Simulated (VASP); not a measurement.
# Cr (I4/mmm) in VASP: single point with PBE

Aim: the single point of Cr with PBE.

All numbers are computed with VASP 6.6.1; they aren't measurements. Logs are shortened: lines on timing, memory, paths and dates and some standing lists are left out, and cuts for length are marked.

## 1. The cell of the first run

It takes space group I4/mmm (No. 139, tetragonal). The conventional cell has a = 2.361 Å, b = 2.361 Å, c = 4.239 Å, α = 90.00°, β = 90.00°, γ = 90.00°. Within 3.1 Å of Cr (site symmetry 4/mmm) lie 12 Cr at 2.36 to 2.70 Å.

## 2. Single point, PBE

INCAR reads:

```
PREC = Accurate
ENCUT = 520
EDIFF = 1E-7
ISMEAR = 0
SIGMA = 0.1
LREAL = F
LASPH = T
NELM = 80
ALGO = Fast
ISIF = 2
LWAVE = F
LCHARG = F
GGA = PE
NBANDS = 12
```

KPOINTS reads:

```
regular mesh
0
Gamma
  32 32 32
```

POSCAR reads:

```
Cr
1.0
   -1.1806045589      1.1806045589      2.1194741840
    1.1806045589     -1.1806045589      2.1194741840
    1.1806045589      1.1806045589     -2.1194741840
Cr
1
Direct
    0.0000000000      0.0000000000      0.0000000000
```

Potentials or basis: VASP PAW PBE potentials, release 64 (Cr_pv).

The run is started by

```
> cat potpaw_PBE.64/Cr_pv/POTCAR > POTCAR
> mpirun -np 1 vasp_std > vasp.out
```

OUTCAR:

```text
PREC = Accurate
   ENCUT = 520
   EDIFF = 1E-7
   ISMEAR = 0
   LREAL = F
   LASPH = T
   NELM = 80
   ISIF = 2
   GGA = PE

 ion  position               nearest neighbor table
   1  0.000  0.000  0.000-

  LATTYP: Found a body centered tetragonal cell.
 ALAT       =     2.3612091178
 C/A-ratio  =     1.7952447905

  Lattice vectors:

 A1 = (  -1.1806045589,   1.1806045589,   2.1194741840)
 A2 = (   1.1806045589,  -1.1806045589,   2.1194741840)
 A3 = (   1.1806045589,   1.1806045589,  -2.1194741840)

Analysis of symmetry for initial positions (statically):
=====================================================================
 Subroutine PRICEL returns:
 Original cell was already a primitive cell.

 Routine SETGRP: Setting up the symmetry group for a
 body centered tetragonal supercell.

 Subroutine GETGRP returns: Found 16 space group operations
 (whereof 16 operations were pure point group operations)
 out of a pool of 16 trial point group operations.

The static configuration has the point symmetry D_4h.

Analysis of symmetry for dynamics (positions and initial velocities):
=====================================================================
 Subroutine PRICEL returns:
 Original cell was already a primitive cell.

 Routine SETGRP: Setting up the symmetry group for a
 body centered tetragonal supercell.

 Subroutine GETGRP returns: Found 16 space group operations
 (whereof 16 operations were pure point group operations)
 out of a pool of 16 trial point group operations.

The dynamic configuration has the point symmetry D_4h.

 Subroutine INISYM returns: Found 16 space group operations
 (whereof 16 operations are pure point group operations),
 and found     1 'primitive' translations

----------------------------------------------------------------------------------------

                                     Primitive cell

  volume of cell :      11.8167

  direct lattice vectors                    reciprocal lattice vectors
    -1.180604559  1.180604559  2.119474184     0.000000000  0.423511832  0.235907568
     1.180604559 -1.180604559  2.119474184     0.423511832  0.000000000  0.235907568
     1.180604559  1.180604559 -2.119474184     0.423511832  0.423511832  0.000000000

  length of vectors
     2.698115095  2.698115095  2.698115095     0.484783099  0.484783099  0.598936177

  position of ions in fractional coordinates (direct lattice)
     0.000000000  0.000000000  0.000000000

  ion indices of the primitive-cell ions
   primitive index   ion index
                 1           1

----------------------------------------------------------------------------------------

 KPOINTS: regular mesh

Automatic generation of k-mesh.
 Grid dimensions read from file:
 generate k-points for:   32   32   32

 Generating k-lattice:

  Cartesian coordinates                     Fractional coordinates (reciprocal lattice)
     0.000000000  0.013234745  0.007372111     0.031250000  0.000000000  0.000000000
     0.013234745  0.000000000  0.007372111     0.000000000  0.031250000  0.000000000
     0.013234745  0.013234745  0.000000000     0.000000000  0.000000000  0.031250000

  Length of vectors
     0.015149472  0.015149472  0.018716756

  Shift w.r.t. Gamma in fractional coordinates (k-lattice)
     0.000000000  0.000000000  0.000000000

 Subroutine IBZKPT returns following result:
 ===========================================

 Found   2393 irreducible k-points:

 Following reciprocal coordinates:
            Coordinates               Weight
  0.000000  0.000000  0.000000      1.000000
  0.031250  0.000000 -0.000000      8.000000
  0.062500  0.000000 -0.000000      8.000000
  0.093750  0.000000 -0.000000      8.000000
  0.125000  0.000000 -0.000000      8.000000
  0.156250  0.000000 -0.000000      8.000000
[... 16 lines left out ...]
  0.187500  0.031250 -0.000000     16.000000
  0.218750  0.031250 -0.000000     16.000000
 [... further k-points ...]
   k-points           NKPTS =   2393   k-points in BZ     NKDIM =   2393   number of bands    NBANDS=     12
   number of dos      NEDOS =    301   number of ions     NIONS =      1
   total plane-waves  NPLWV =   8000
   dimension x,y,z NGX =    20 NGY =   20 NGZ =   20
   dimension x,y,z NGXF=    40 NGYF=   40 NGZF=   40
   ions per type =               1
   NGX,Y,Z   is equivalent  to a cutoff of  12.32, 12.32, 12.32 a.u.
   NGXF,Y,Z  is equivalent  to a cutoff of  24.65, 24.65, 24.65 a.u.
 SYSTEM =  unknown system
   PREC   = accura    normal or accurate (medium, high low for compatibility)
   ISTART =      0    job   : 0-new  1-cont  2-samecut
   ICHARG =      2    charge: 1-file 2-atom 10-const
   ISPIN  =      1    spin polarized calculation?
   LNONCOLLINEAR =      F non collinear calculations
   LSORBIT =      F    spin-orbit coupling
   LASPH  =      T    aspherical Exc in radial PAW
   ENCUT  =  520.0 eV  38.22 Ry    6.18 a.u.   5.02  5.02  5.02*2*pi/ulx,y,z
   NELM   =     80;   NELMIN=  2; NELMDL= -5     # of ELM steps
   EDIFF  = 0.1E-06   stopping-criterion for ELM
   LREAL  =      F    real-space projection
   EDIFFG = 0.1E-05   stopping-criterion for IOM
   NSW    =      0    number of steps for IOM
   IBRION =     -1    ionic relax: 0-MD 1-quasi-New 2-CG
   NFREE  =      0    steps in history (QN), initial steepest desc. (CG)
   ISIF   =      2    stress and relaxation
   ISYM   =      2    0-nonsym 1-usesym 2-fastsym
   POTIM  = 0.5000    time-step for ionic-motion
   TEBEG  =    0.0;   TEEND  =   0.0 temperature during run
   PSTRESS=    0.0 pullay stress
   NELECT =      12.0000    total number of electrons
   NUPDOWN=      -1.0000    fix difference up-down
   EMIN   =  10.00;   EMAX   =-10.00  energy-range for DOS
   EFERMI =   0.00;   METHOD = LEGACY
   ISMEAR =     0;   SIGMA  =   0.10  broadening in eV -4-tet -1-fermi 0-gaus
   EFERMI_NEDOS =   21; number of points for ismear=-14 and -15
   IALGO  =     68    algorithm
   IMIX   =      4    mixing-type and parameters
     AMIX     =   0.40;   BMIX     =  1.00
     AMIX_MAG =   1.60;   BMIX_MAG =  1.00
  volume/ion in A,a.u.               =      11.82        79.74
  Fermi-wavevector in a.u.,A,eV,Ry     =   1.645519  3.109580 36.840941  2.707733
  Thomas-Fermi vector in A             =   2.735302
   LORBIT       =      0    0 simple, 1 ext, 2 COOP (PROOUT), +10 PAW based schemes
   GGA     = PE    functional components
   LHFCALC =     F    Hartree Fock is set to
   AEXX    =    0.0000 exact exchange contribution
   IVDW    =     0    specifies the selected vdW correction
   LEPSILON=     F    determine dielectric tensor
   LRPA    =     F    only Hartree local field effects (RPA)
 non-spin polarized calculation
 RMM-DIIS sequential band-by-band and
 Gauss-broadening in eV      SIGMA  =   0.10
  energy-cutoff  :      520.00
  volume of cell :       11.82
 maximum number of plane-waves:       337
   NGX = 11   NGY = 11   NGZ = 11

 number of electron      12.0000002 magnetization

 Free energy of the ion-electron system (eV)
  ---------------------------------------------------
  ext. energy  EPLUGINS =         0.00000000
  ---------------------------------------------------
  free energy    TOTEN  =        -9.25510700 eV

  energy without entropy =       -9.24989702  energy(sigma->0) =       -9.25250201

 E-fermi :  10.7255     XC(G=0): -13.5193

 val. band max:       10.7252334904   @ k =   0.3437   0.1563   0.0937
 cond. band min:      10.7254873764   @ k =   0.2500   0.1563   0.0312
 fundamental gap:      0.0002538859
 Fermi energy:        10.7254705334

 k-point     1 :       0.0000    0.0000    0.0000
  band No.  band energies     occupation
      1     -32.1605      2.00000
      2     -31.9281      2.00000
      3     -31.9281      2.00000
      4       2.9108      2.00000
      5       8.5361      2.00000
      6      10.0350      2.00000
      7      10.9145      0.00751
      8      10.9145      0.00751
      9      12.8094      0.00000
     10      17.8762      0.00000
     11      31.2881      0.00000
     12      31.4214      0.00000

 k-point     2 :       0.0312    0.0000   -0.0000
  band No.  band energies     occupation
      1     -32.1625      2.00000
      2     -31.9379      2.00000
      3     -31.9279      2.00000
      4       2.9518      2.00000
      5       8.5510      2.00000
      6      10.0403      2.00000
      7      10.8894      0.02044
      8      10.9259      0.00459
      9      12.7926      0.00000
     10      17.8762      0.00000
     11      31.2833      0.00000
     12      31.4113      0.00000

 k-point     3 :       0.0625    0.0000   -0.0000
  band No.  band energies     occupation
      1     -32.1687      2.00000
      2     -31.9665      2.00000
      3     -31.9272      2.00000
      4       3.0738      2.00000
      5       8.5939      2.00000
      6      10.0540      2.00000
      7      10.8206      0.17840
      8      10.9594      0.00094
      9      12.7434      0.00000
     10      17.8762      0.00000
     11      31.2241      0.00000
     12      31.3971      0.00000
[... 286 lines left out ...]
 k-point    23 :       0.1875    0.0313   -0.0000
  band No.  band energies     occupation
      1     -32.3152      2.00000
      2     -32.1657      2.00000
      3     -31.9329      2.00000
      4       4.4007      2.00000
      5       8.8960      2.00000
      6       9.7066      2.00000
      7      10.9044      0.01140
      8      11.2780      0.00000
      9      12.3521      0.00000
     10      17.8759      0.00000
     11      28.6761      0.00000
     12      30.7131      0.00000

 k-point    24 :       0.2188    0.0313   -0.0000
  band No.  band energies     occupation
      1     -32.3980      2.00000
      2     -32.1952      2.00000
      3     -31.9309      2.00000
      4       4.8260      2.00000
      5       8.9839      2.00000
      6       9.5355      2.00000
      7      11.0987      0.00000
      8      11.3425      0.00000
      9      12.2761      0.00000
     10      17.8757      0.00000
     11      27.5939      0.00000
     12      30.3031      0.00000

 [... further k-points ...]

------------------------ aborting loop because EDIFF is reached ----------------------------------------

  FORCE on cell =-STRESS in cart. coord.  units (eV):
  Direction    XX          YY          ZZ          XY          YZ          ZX
  --------------------------------------------------------------------------------------
  -------------------------------------------------------------------------------------
  Total       -0.0376604     -0.0376604     -0.0195000      0.0000000     -0.0000000      0.0000000
  in kB       -5.1062014     -5.1062014     -2.6439244      0.0000000     -0.0000000      0.0000000
  external PRESSURE =      -4.2854424 kB  Pullay stress =       0.0000000 kB

 VOLUME and BASIS-vectors are now :
 -----------------------------------------------------------------------------
  energy-cutoff  :      520.00
  volume of cell :       11.82
      direct lattice vectors                 reciprocal lattice vectors
    -1.180604559  1.180604559  2.119474184     0.000000000  0.423511832  0.235907568
     1.180604559 -1.180604559  2.119474184     0.423511832  0.000000000  0.235907568
     1.180604559  1.180604559 -2.119474184     0.423511832  0.423511832  0.000000000

 POSITION                                       TOTAL-FORCE (eV/Angst)
 -----------------------------------------------------------------------------------
      0.00000      0.00000      0.00000         0.000000     -0.000000      0.000000
 -----------------------------------------------------------------------------------
    total drift:                                0.000000     -0.000000      0.000000

  FREE ENERGIE OF THE ION-ELECTRON SYSTEM (eV)
  ---------------------------------------------------
  free  energy   TOTEN  =        -9.2551069959 eV

  energy  without entropy=       -9.2498970169  energy(sigma->0) =       -9.25250201
```

It took 9.1 min on 1 thread of Intel Xeon 8259CL, shared host; peak memory 0.43 GiB.

Results:

```yaml
Free_energy: -9.2551 eV
Pressure: -0.4 GPa
Band_gap_on_the_k_mesh: zero (bands 6 and 7 overlap by 1.89 eV)
```

Levels at points of the mesh, in eV from the Fermi level:
```
           k point  band 4  band 5  band 6  band 7  band 8  band 9
(0.00, 0.00, 0.00)   -7.81   -2.19   -0.69    0.19    0.19    2.08
(0.50, 0.00, 0.00)   -4.27   -1.86    0.15    0.73    1.89    2.35
(0.50, 0.50, 0.00)   -4.55   -3.44    1.35    1.77    3.46    5.52
(0.50, 0.50, 0.50)   -4.46   -3.50    0.21    2.32    2.32    2.45
```

Caveat: the run has no spin polarisation, though such a crystal can be magnetic. Spin polarisation is off, so any magnetic state and its effect on volume and gap are missing.
